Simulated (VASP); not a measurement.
# SiC2 in VASP: further runs, part 2 of 2

VASP 6.6.1.

### Step 3. Single point, PBE

This run uses another cell than the first one, of 16.63 Å³/atom, 1.012 times its volume.

The input, INCAR:

```
SYSTEM = SiC2
ALGO = Normal ; EDIFF = 1E-6
ENCUT = 520 ; GGA = PE
ISIF = 2 ; ISMEAR = 0
LASPH = .TRUE. ; LCHARG = .TRUE.
LELF = .TRUE. ; LREAL = .FALSE.
LVHAR = .TRUE. ; LWAVE = .FALSE.
NBANDS = 21 ; NELM = 60
PREC = Accurate ; SIGMA = 0.1
```

The input, KPOINTS:

```
k-points
0
G
  8 4 2
  0 0 0
```

The input, POSCAR:

```
SiC2
1.0
    2.4538779226      0.0000000000     -0.0052052228
    0.0000000000      4.2388636529      0.0000000000
   -0.6449230261      0.0000000000      9.5928262502
Si C
2 4
Direct
    0.7478084415      0.0000000000      0.9331856006
    0.7839763369      0.5000000000      0.0673518720
    0.4920626942      0.1667303710      0.4999151908
    0.9920399508      0.6667324783      0.4998155757
    0.9920399508      0.3332675217      0.4998155757
    0.4920626942      0.8332696290      0.4999151908
```

Potentials or basis: VASP PAW PBE potentials, release 64 (Si, C).

The run is started by

```console
> cat potpaw_PBE.64/Si/POTCAR potpaw_PBE.64/C/POTCAR > POTCAR
> mpirun -np 1 vasp_std > vasp.out
```

OUTCAR:

```text
SYSTEM = SiC2
   EDIFF = 1E-6
   ENCUT = 520
   GGA = PE
   ISIF = 2
   ISMEAR = 0
   LASPH = .TRUE.
   LREAL = .FALSE.
   NELM = 60
   PREC = Accurate

 ion  position               nearest neighbor table
   1  0.748  0.000  0.933-   2 2.48   2 2.48
   2  0.784  0.500  0.067-   1 2.48   1 2.48
   3  0.492  0.167  0.500-   6 1.41   5 1.42   5 1.42
   4  0.992  0.667  0.500-   5 1.41   6 1.42   6 1.42
   5  0.992  0.333  0.500-   4 1.41   3 1.42   3 1.42
   6  0.492  0.833  0.500-   3 1.41   4 1.42   4 1.42

  LATTYP: Found a simple monoclinic cell.
 ALAT       =     2.4538834433
 B/A-ratio  =     1.7274103481
 C/A-ratio  =     3.9180674341
 COS(beta)  =    -0.0691945898

  Lattice vectors:

 A1 = (   2.4538779226,   0.0000000000,  -0.0052052228)
 A2 = (   0.0000000000,   4.2388636529,   0.0000000000)
 A3 = (  -0.6449230261,   0.0000000000,   9.5928262502)

Analysis of symmetry for initial positions (statically):
=====================================================================
 Subroutine PRICEL returns:
 Original cell was already a primitive cell.

[... 181 lines left out ...]
 fundamental gap:      0.4350017491
 Fermi energy:         2.6811257712

 k-point     1 :       0.0000    0.0000    0.0000
  band No.  band energies     occupation
      1     -16.5320      2.00000
      2     -11.1787      2.00000
      3     -10.2184      2.00000
      4      -8.5654      2.00000
      5      -4.6708      2.00000
      6      -3.6622      2.00000
[... 565 lines left out ...]
     20      10.8648      0.00000
     21      10.9474      0.00000

 [... further k-points ...]

------------------------ aborting loop because EDIFF is reached ----------------------------------------

  FORCE on cell =-STRESS in cart. coord.  units (eV):
  Direction    XX          YY          ZZ          XY          YZ          ZX
  --------------------------------------------------------------------------------------
  -------------------------------------------------------------------------------------
  Total        0.1184945      0.0714256      0.0330335      0.0000000      0.0000000     -0.0137525
  in kB        1.9029247      1.1470373      0.5304919      0.0000000      0.0000000     -0.2208547
  external PRESSURE =       1.1934846 kB  Pullay stress =       0.0000000 kB

 VOLUME and BASIS-vectors are now :
 -----------------------------------------------------------------------------
  energy-cutoff  :      520.00
  volume of cell :       99.77
      direct lattice vectors                 reciprocal lattice vectors
     2.453877923  0.000000000 -0.005205223     0.407576359  0.000000000  0.027401245
     0.000000000  4.238863653  0.000000000     0.000000000  0.235912283  0.000000000
    -0.644923026  0.000000000  9.592826250     0.000221158  0.000000000  0.104259433

 POSITION                                       TOTAL-FORCE (eV/Angst)
 -----------------------------------------------------------------------------------
      1.23320      0.00000      8.94799        -0.001471      0.000000      0.000629
      1.88035      2.11943      0.64201         0.000604      0.000000     -0.000311
      0.88505      0.70675      4.79304         0.000219     -0.003253      0.000091
      2.11200      2.82619      4.78948         0.000214     -0.002751     -0.000250
      2.11200      1.41268      4.78948         0.000214      0.002751     -0.000250
      0.88505      3.53212      4.79304         0.000219      0.003253      0.000091
 -----------------------------------------------------------------------------------
    total drift:                                0.001074      0.000000      0.000050

  FREE ENERGIE OF THE ION-ELECTRON SYSTEM (eV)
  ---------------------------------------------------
  free  energy   TOTEN  =       -46.2424813986 eV

  energy  without entropy=      -46.2368326288  energy(sigma->0) =      -46.23965701
```

It took 44 s on 1 thread of Intel Xeon Platinum 8559C (Emerald Rapids), shared host; peak memory 0.2 GiB.

What came out:

```
Free energy            : -46.2425 eV
Pressure               : 0.1 GPa
Largest force          : 0.003 eV/Å
Band gap on the k mesh : zero (band 12 reaches 3.11 eV, above the bottom of band 13 at 1.92 eV)
```

Forces on the atoms (eV/Å):
```
Si  -0.001  0.000  0.001
Si   0.001  0.000  0.000
C    0.000 -0.003  0.000
C    0.000 -0.003  0.000
C    0.000  0.003  0.000
C    0.000  0.003  0.000
```

Levels at points of the mesh, in eV from the Fermi level:
```csv
k point,band 8,band 9,band 10,band 11,band 12,band 13,band 14,band 15,band 16,band 17
"(0.00, 0.00, 0.00)",-3.43,-2.59,-2.56,-1.93,-0.90,-0.77,2.15,3.16,4.51,5.97
"(0.50, 0.00, 0.00)",-4.89,-2.37,-2.36,-1.19,-0.31,0.49,3.32,3.33,3.72,4.34
"(0.00, 0.50, 0.00)",-5.55,-4.65,-4.65,-2.76,-2.76,2.96,2.96,6.40,6.40,7.75
"(0.50, 0.50, 0.00)",-4.04,-3.37,-3.37,-1.96,-1.96,1.80,1.83,2.17,2.20,4.65
"(0.00, 0.00, 0.50)",-3.43,-2.59,-2.56,-1.92,-0.95,-0.61,2.13,3.13,4.49,5.44
"(0.50, 0.00, 0.50)",-4.90,-2.35,-2.35,-1.20,-0.33,0.49,3.32,3.32,3.77,4.33
"(0.00, 0.50, 0.50)",-5.54,-4.65,-4.65,-2.80,-2.80,3.26,3.26,5.97,5.97,7.13
"(0.50, 0.50, 0.50)",-4.04,-3.37,-3.37,-1.95,-1.95,1.86,1.87,2.13,2.13,4.63
```

Caveat: the k points lie up to 0.37 Å⁻¹ apart.

### Step 4. Single point, PBE

The input, INCAR:

```
SYSTEM = SiC2
PREC = Accurate
ENCUT = 520
EDIFF = 1E-6
ISMEAR = 0
SIGMA = 0.2
LREAL = .FALSE.
LASPH = .TRUE.
NELM = 80
ALGO = Normal
ISIF = 2
LWAVE = .FALSE.
LCHARG = .FALSE.
GGA = PE
NBANDS = 21
```

The input, KPOINTS:

```
Automatic mesh
0
G
  8 6 4
  0 0 0
```

The input, POSCAR:

```
SiC2
1.0
    1.2273192522     -2.1265484621     -0.0844656600
   -3.6596233401     -2.1125905557      0.0048697087
    0.1541506234     -0.2556935277     -9.5166476313
Si C
2 4
Direct
    0.2488124560     -0.0037220104     -0.0689838197
    0.2109148072      0.4968374790      0.0709242620
    0.5100547470      0.8349806237      0.4995804108
    1.0100865871      0.3349663658      0.4994488708
    1.0100812544      0.6684744024      0.4994474845
    0.5100501484      0.1684631395      0.4995827917
```

The run is started by

```console
> cat potpaw_PBE.64/Si/POTCAR potpaw_PBE.64/C/POTCAR > POTCAR
> mpirun -np 1 vasp_std > vasp.out
```

Run time: 2.3 min. Hardware: 1 thread of Intel Xeon Platinum 8559C (Emerald Rapids), shared host; peak memory 0.29 GiB.

The run converged. Its results:

```yaml
Free_energy: -46.2296 eV
Pressure: 0.1 GPa
Largest_force: 0.010 eV/Å
Band_gap_on_the_k_mesh: zero (band 12 reaches 3.25 eV, above the bottom of band 13 at 1.98 eV)
```

Forces in eV/Å, atoms in the order of the input:
```
Si  -0.002  0.003 -0.009
Si   0.002 -0.004  0.009
C    0.003  0.003  0.001
C    0.000  0.002 -0.001
C   -0.001 -0.002  0.000
C   -0.002 -0.003  0.000
```

Stress tensor (GPa, compression positive):
```
 0.19 -0.01 -0.02
-0.01  0.18  0.04
-0.02  0.04  0.08
```

Levels at points of the mesh, in eV from the Fermi level:
| k point | band 8 | band 9 | band 10 | band 11 | band 12 | band 13 | band 14 | band 15 | band 16 | band 17 |
| --- | --- | --- | --- | --- | --- | --- | --- | --- | --- | --- |
| (0.00, 0.00, 0.00) | -3.59 | -2.88 | -2.83 | -2.17 | -1.12 | -1.07 | 1.87 | 2.82 | 4.30 | 5.72 |
| (0.50, 0.00, 0.00) | -5.14 | -2.68 | -2.67 | -1.51 | -0.64 | 0.33 | 3.07 | 3.07 | 3.35 | 4.14 |
| (0.00, 0.50, 0.00) | -5.84 | -4.97 | -4.97 | -3.05 | -3.05 | 2.58 | 2.58 | 6.27 | 6.28 | 7.52 |
| (0.50, 0.50, 0.00) | -4.27 | -3.62 | -3.62 | -2.26 | -2.26 | 1.48 | 1.51 | 1.90 | 1.93 | 4.34 |
| (0.00, 0.00, 0.50) | -3.59 | -2.88 | -2.83 | -2.16 | -1.12 | -0.95 | 1.85 | 2.79 | 4.25 | 5.24 |
| (0.50, 0.00, 0.50) | -5.14 | -2.66 | -2.66 | -1.53 | -0.68 | 0.33 | 3.07 | 3.07 | 3.41 | 4.14 |
| (0.00, 0.50, 0.50) | -5.82 | -4.97 | -4.97 | -3.10 | -3.10 | 2.89 | 2.89 | 5.75 | 5.76 | 7.02 |
| (0.50, 0.50, 0.50) | -4.27 | -3.62 | -3.62 | -2.26 | -2.25 | 1.55 | 1.55 | 1.85 | 1.85 | 4.31 |

### Step 5. The runs side by side

```csv
cell,k mesh,smearing,gap on the mesh (eV),pressure (GPa),largest force (eV/Å)
"a = 2.457, b = 4.226, c = 9.521 Å, angles 90.0, 93.8, 90.0°, 6 atoms",8 × 4 × 2,gaussian 0.1 eV,none,0.6,3.08
"a = 2.454, b = 4.239, c = 9.614 Å, angles 90.0, 94.0, 90.0°, 6 atoms",8 × 4 × 2,gaussian 0.1 eV,none,0.1,-
"a = 2.457, b = 4.226, c = 9.521 Å, angles 90.1, 86.2, 90.0°, 6 atoms",8 × 6 × 4,gaussian 0.2 eV,none,0.1,0.01
```

Alike in all rows: task single point; level PBE; potentials or basis VASP PAW PBE potentials, release 64 (Si, C); no spin polarisation; cutoff (eV) 520.

Caveats: some runs use coarse meshes; forces of over 1 eV/Å act on the atoms, so gaps and moduli don't describe the material at rest (some runs).

Absolute energies hang on the potentials; compare differences alone.
